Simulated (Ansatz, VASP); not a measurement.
## Hf in VASP and in Ansatz

File INCAR:

```
SYSTEM = Hf
PREC = Accurate
ENCUT = 520
EDIFF = 1E-7
ISMEAR = -1
SIGMA = 0.1
LREAL = .False.
LASPH = .True.
NELM = 100
ALGO = Normal
ISIF = 2
LWAVE = .False.
LCHARG = .False.
GGA = RE
NBANDS = 11
```

KPOINTS

```
regular mesh
0
Gamma
  12 12 12
  0 0 0
```

The input POSCAR:

```
Hf
1.0
    3.0535446297      0.0000000000      0.0000000000
    0.0000000000      3.0535446297      0.0000000000
    0.0000000000      0.0000000000      3.0535446297
Hf
1
Direct
    0.0000000000      0.0000000000      0.0000000000
```

Input for Ansatz:

```yaml
crystal:
  lattice:
    - [3.0535446297, 0.0, 0.0]
    - [0.0, 3.0535446297, 0.0]
    - [0.0, 0.0, 3.0535446297]
  atoms:
    - { symbol: Hf, position: [0.0, 0.0, 0.0] }
hamiltonian:
  xc: revpbe
  pseudopotentials:
    kind: paw
    azcp:
      Hf: "pseudopotentials/Hf.paw.azcp"
basis:
  ecutwfc: 420
  fft_grid_basis: typed
kpoints:
  mp_grid: { grid: [12, 12, 12], shift: [0, 0, 0] }
magnetization:
  spin_polarized: false
scf:
  occupations: { method: fermi_dirac, width: 0.1 }
  lower_state_search: "off"
output:
  stress: true
  write_density: true
  write_potential: true
  elf: true
  volumetric_format: npy
```

Alike in both runs: task single point; functional revPBE; k mesh 12 × 12 × 12; occupations fermi-dirac, width 0.1 eV; no spin polarisation.

|  | VASP | Ansatz |
| --- | --- | --- |
| version | VASP 6.6.1 | Ansatz 0.2.0 |
| potentials or method | VASP PAW PBE potentials, release 64 (Hf_pv), cutoff 520 eV | plane waves (420 eV) with PAW, scalar-relativistic |
| valence electrons in the cell | 10 | 26 |

```csv
,VASP,Ansatz,Ansatz less VASP
pressure (GPa),-6.8,-6.5,+0.25
```

VASP's potentials were made for PBE, not for revPBE. VASP's potentials hold 10 valence electrons a cell and Ansatz's 26, so a difference there can come from the potentials and not from the codes.

Neither program's run includes spin-orbit coupling.
